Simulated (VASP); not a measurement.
# Au (Im-3m) in VASP: further runs, part 2 of 3

VASP 6.6.1. The steps go on from the part before.

### Step 4. Relaxation of cell and atoms, r2SCAN, target pressure 2 GPa, at which the enthalpy is minimised

This run uses another cell than the first one, of 18.21 Å³/atom, 1.044 times its volume.

POSCAR reads:

```
Au
1.0
   -1.6572690000      1.6572690000      1.6572690000
    1.6572690000     -1.6572690000      1.6572690000
    1.6572690000      1.6572690000     -1.6572690000
Au
1
Direct
    0.0000000000      0.0000000000      0.0000000000
```

INCAR.step1 reads:

```
SYSTEM = Au
  PREC = Accurate
  ENCUT = 600
  ISMEAR = -1
  SIGMA = 0.05
  LREAL = .FALSE.
  LASPH = .TRUE.
  NELM = 80
  GGA = PE
  ALGO = Normal
  EDIFF = 1E-4
  LWAVE = .TRUE.
  LCHARG = .FALSE.
```

INCAR.step2 reads:

```
SYSTEM = Au
  PREC = Accurate
  ENCUT = 600
  EDIFF = 1E-7
  ISMEAR = -1
  SIGMA = 0.05
  LREAL = .FALSE.
  LASPH = .TRUE.
  NELM = 80
  ALGO = Normal
  ISIF = 3
  LWAVE = .FALSE.
  LCHARG = .FALSE.
  METAGGA = R2SCAN
  LMIXTAU = .TRUE.
  IBRION = 2
  NSW = 60
  EDIFFG = -0.01
  PSTRESS = 20.0
  ISTART = 1
```

KPOINTS reads:

```
regular mesh
0
G
  11 11 11
  0 0 0
```

Potentials or basis: VASP PAW PBE potentials, release 64 (Au).

Started as:

```
$ cat potpaw_PBE.64/Au/POTCAR > POTCAR
$ cp INCAR.step1 INCAR
$ mpirun -np 1 vasp_std > vasp.out
$ cp INCAR.step2 INCAR
$ mpirun -np 1 vasp_std > vasp.out
```

OUTCAR:

```text
SYSTEM = Au
   PREC = Accurate
   ENCUT = 600
   EDIFF = 1E-7
   ISMEAR = -1
   LREAL = .FALSE.
   LASPH = .TRUE.
   NELM = 80
   ISIF = 3
   METAGGA = R2SCAN
   IBRION = 2
   NSW = 60
   EDIFFG = -0.01
   PSTRESS = 20.0
   ISTART = 1

 ion  position               nearest neighbor table
   1  0.000  0.000  0.000-

  LATTYP: Found a body centered cubic cell.
 ALAT       =     3.3145380000

  Lattice vectors:

 A1 = (  -1.6572690000,   1.6572690000,   1.6572690000)
 A2 = (   1.6572690000,  -1.6572690000,   1.6572690000)
 A3 = (   1.6572690000,   1.6572690000,  -1.6572690000)

Analysis of symmetry for initial positions (statically):
=====================================================================
 Subroutine PRICEL returns:
 Original cell was already a primitive cell.

 Routine SETGRP: Setting up the symmetry group for a
 body centered cubic supercell.

 Subroutine GETGRP returns: Found 48 space group operations
 (whereof 48 operations were pure point group operations)
 out of a pool of 48 trial point group operations.

The static configuration has the point symmetry O_h .

Analysis of symmetry for dynamics (positions and initial velocities):
=====================================================================
 Subroutine PRICEL returns:
 Original cell was already a primitive cell.

 Routine SETGRP: Setting up the symmetry group for a
 body centered cubic supercell.

 Subroutine GETGRP returns: Found 48 space group operations
 (whereof 48 operations were pure point group operations)
 out of a pool of 48 trial point group operations.

The dynamic configuration has the point symmetry O_h .

 Subroutine INISYM returns: Found 48 space group operations
 (whereof 48 operations are pure point group operations),
 and found     1 'primitive' translations

----------------------------------------------------------------------------------------

                                     Primitive cell

  volume of cell :      18.2070

  direct lattice vectors                    reciprocal lattice vectors
    -1.657269000  1.657269000  1.657269000     0.000000000  0.301701172  0.301701172
     1.657269000 -1.657269000  1.657269000     0.301701172  0.000000000  0.301701172
     1.657269000  1.657269000 -1.657269000     0.301701172  0.301701172  0.000000000

  length of vectors
     2.870474110  2.870474110  2.870474110     0.426669890  0.426669890  0.426669890

  position of ions in fractional coordinates (direct lattice)
     0.000000000  0.000000000  0.000000000

  ion indices of the primitive-cell ions
   primitive index   ion index
                 1           1

----------------------------------------------------------------------------------------

 KPOINTS: regular mesh

Automatic generation of k-mesh.
 Grid dimensions read from file:
 generate k-points for:   11   11   11

 Generating k-lattice:

  Cartesian coordinates                     Fractional coordinates (reciprocal lattice)
     0.000000000  0.027427379  0.027427379     0.090909091  0.000000000  0.000000000
     0.027427379  0.000000000  0.027427379     0.000000000  0.090909091  0.000000000
     0.027427379  0.027427379  0.000000000     0.000000000  0.000000000  0.090909091

  Length of vectors
     0.038788172  0.038788172  0.038788172

  Shift w.r.t. Gamma in fractional coordinates (k-lattice)
     0.000000000  0.000000000  0.000000000

 Subroutine IBZKPT returns following result:
 ===========================================

 Found     56 irreducible k-points:

 Following reciprocal coordinates:
            Coordinates               Weight
  0.000000  0.000000  0.000000      1.000000
  0.090909  0.000000  0.000000     12.000000
  0.181818  0.000000  0.000000     12.000000
  0.272727  0.000000  0.000000     12.000000
  0.363636  0.000000  0.000000     12.000000
  0.454545  0.000000  0.000000     12.000000
[... 16 lines left out ...]
  0.272727  0.181818  0.090909     48.000000
  0.363636  0.181818  0.090909     24.000000
 [... further k-points ...]
   k-points           NKPTS =     56   k-points in BZ     NKDIM =     56   number of bands    NBANDS=      9
   number of dos      NEDOS =    301   number of ions     NIONS =      1
   total plane-waves  NPLWV =  13824
   dimension x,y,z NGX =    24 NGY =   24 NGZ =   24
   dimension x,y,z NGXF=    48 NGYF=   48 NGZF=   48
   ions per type =               1
   NGX,Y,Z   is equivalent  to a cutoff of  13.90, 13.90, 13.90 a.u.
   NGXF,Y,Z  is equivalent  to a cutoff of  27.80, 27.80, 27.80 a.u.
 SYSTEM =  Au
   PREC   = accura    normal or accurate (medium, high low for compatibility)
   ISTART =      1    job   : 0-new  1-cont  2-samecut
   ICHARG =      0    charge: 1-file 2-atom 10-const
   ISPIN  =      1    spin polarized calculation?
   LNONCOLLINEAR =      F non collinear calculations
   LSORBIT =      F    spin-orbit coupling
   LASPH  =      T    aspherical Exc in radial PAW
   ENCUT  =  600.0 eV  44.10 Ry    6.64 a.u.   5.73  5.73  5.73*2*pi/ulx,y,z
   NELM   =     80;   NELMIN=  2; NELMDL=  0     # of ELM steps
   EDIFF  = 0.1E-06   stopping-criterion for ELM
   LREAL  =      F    real-space projection
   EDIFFG = -.1E-01   stopping-criterion for IOM
   NSW    =     60    number of steps for IOM
   IBRION =      2    ionic relax: 0-MD 1-quasi-New 2-CG
   NFREE  =      1    steps in history (QN), initial steepest desc. (CG)
   ISIF   =      3    stress and relaxation
   ISYM   =      2    0-nonsym 1-usesym 2-fastsym
   POTIM  = 0.5000    time-step for ionic-motion
   TEBEG  =    0.0;   TEEND  =   0.0 temperature during run
   PSTRESS=   20.0 pullay stress
   NELECT =      11.0000    total number of electrons
   NUPDOWN=      -1.0000    fix difference up-down
   EMIN   =  10.00;   EMAX   =-10.00  energy-range for DOS
   EFERMI =   0.00;   METHOD = LEGACY
   ISMEAR =    -1;   SIGMA  =   0.05  broadening in eV -4-tet -1-fermi 0-gaus
   EFERMI_NEDOS =   21; number of points for ismear=-14 and -15
   IALGO  =     38    algorithm
   IMIX   =      4    mixing-type and parameters
     AMIX     =   0.40;   BMIX     =  1.00
     AMIX_MAG =   1.60;   BMIX_MAG =  1.00
  volume/ion in A,a.u.               =      18.21       122.87
  Fermi-wavevector in a.u.,A,eV,Ry     =   1.383968  2.615320 26.060157  1.915367
  Thomas-Fermi vector in A             =   2.508516
   LORBIT       =      0    0 simple, 1 ext, 2 COOP (PROOUT), +10 PAW based schemes
   METAGGA = R2SCAN    functional components
   LHFCALC =     F    Hartree Fock is set to
   AEXX    =    0.0000 exact exchange contribution
   IVDW    =     0    specifies the selected vdW correction
   LEPSILON=     F    determine dielectric tensor
   LRPA    =     F    only Hartree local field effects (RPA)
 conjugate gradient relaxation of ions
 non-spin polarized calculation
  energy-cutoff  :      600.00
  volume of cell :       18.21
 maximum number of plane-waves:       621
   NGX = 11   NGY = 11   NGZ = 11

--------------------------------------- Ionic step        1  -------------------------------------------

 number of electron      10.9999998 magnetization

 Free energy of the ion-electron system (eV)
  ---------------------------------------------------
  ext. energy  EPLUGINS =         0.00000000
  ---------------------------------------------------
  free energy    TOTEN  =       -50.56489367 eV

  energy without entropy =      -50.55952110  energy(sigma->0) =      -50.56220739

------------------------ aborting loop because EDIFF is reached ----------------------------------------

  FORCE on cell =-STRESS in cart. coord.  units (eV):
  Direction    XX          YY          ZZ          XY          YZ          ZX
  --------------------------------------------------------------------------------------
  -------------------------------------------------------------------------------------
  Total       -0.4365847     -0.4365847     -0.4365847      0.0000000     -0.0000000      0.0000000
  in kB      -38.4184673    -38.4184673    -38.4184673      0.0000000     -0.0000000      0.0000000
  external PRESSURE =     -58.4184673 kB  Pullay stress =      20.0000000 kB
[... 61 lines left out ...]
--------------------------------------- Ionic step        3  -------------------------------------------

 number of electron      11.0000002 magnetization

 Free energy of the ion-electron system (eV)
  ---------------------------------------------------
  ext. energy  EPLUGINS =         0.00000000
  ---------------------------------------------------
  free energy    TOTEN  =       -50.56981455 eV

  energy without entropy =      -50.56401351  energy(sigma->0) =      -50.56691403

 E-fermi :   8.8088     XC(G=0): -13.4359

 val. band max:        8.8059324957   @ k =  -0.3636   0.4545   0.0909
 cond. band min:       8.8403218945   @ k =  -0.2727   0.4545   0.0909
 fundamental gap:      0.0343893988
 Fermi energy:         8.8088474567

 k-point     1 :       0.0000    0.0000    0.0000
  band No.  band energies     occupation
      1      -0.8836      2.00000
      2       3.9211      2.00000
      3       3.9211      2.00000
      4       3.9211      2.00000
      5       5.8226      2.00000
      6       5.8226      2.00000
      7      26.3306      0.00000
      8      26.3306      0.00000
      9      26.3306      0.00000
[... 265 lines left out ...]
 k-point    24 :       0.3636    0.1818    0.0909
  band No.  band energies     occupation
      1       2.5342      2.00000
      2       3.0600      2.00000
      3       4.7790      2.00000
      4       5.8745      2.00000
      5       6.0652      2.00000
      6      12.1159      0.00000
      7      12.4137      0.00000
      8      18.2448      0.00000
      9      21.0025      0.00000

 [... further k-points ...]
[... 5 lines left out ...]
  --------------------------------------------------------------------------------------
  -------------------------------------------------------------------------------------
  Total        0.2105646      0.2105646      0.2105646      0.0000000     -0.0000000      0.0000000
  in kB       19.2934391     19.2934391     19.2934391      0.0000000     -0.0000000      0.0000000
  external PRESSURE =      -0.7065609 kB  Pullay stress =      20.0000000 kB
[... 20 lines left out ...]
  energy  without entropy=      -50.5640135076  energy(sigma->0) =      -50.56691403

  enthalpy is  TOTEN    =       -50.3515386452 eV   P V=        0.2182759087

 reached required accuracy - stopping structural energy minimisation
```

Run time: 2.7 min. Hardware: 1 thread of AMD EPYC 7R43 (Zen 3), shared host; peak memory 0.13 GiB.

Results:

| Quantity | Value |
| --- | --- |
| Free energy | -50.5698 eV |
| Relaxed volume | 17.49 Å³/atom |
| Relaxed cell | a = 2.832 Å, b = 2.832 Å, c = 2.832 Å, α = 109.47°, β = 109.47°, γ = 109.47° |
| Space group after relaxing (to 0.05 Å) | Im-3m (No. 229) |
| Energy change on relaxing (the enthalpy is what falls) | -4.9 meV/atom |
| Ionic steps | 3 |
| Pressure after relaxing | 1.9 GPa |

Step by step:
| step | energy change (eV) | largest force (eV/Å) | pressure (GPa) | volume (Å³) |
| --- | --- | --- | --- | --- |
| 1 | 0.0000 | 0.0000 | -3.84 | 18.21 |
| 2 | 0.0371 | 0.0000 | 12.60 | 16.51 |
| 3 | -0.0049 | 0.0000 | 1.93 | 17.49 |

Final structure:
```xyz
1
Lattice="-1.6351 1.6351 1.6351 1.6351 -1.6351 1.6351 1.6351 1.6351 -1.6351" Properties=species:S:1:pos:R:3 pbc="T T T"
Au    0.0000    0.0000    0.0000
```

Caveat: the cell is relaxed towards a set pressure, so the enthalpy falls and the energy may rise; the PAW data sets were made with another functional, which shifts forces and pressure a little; spin-orbit coupling is left out, which moves the levels of the heavy elements.

[end of part 2 of 3]
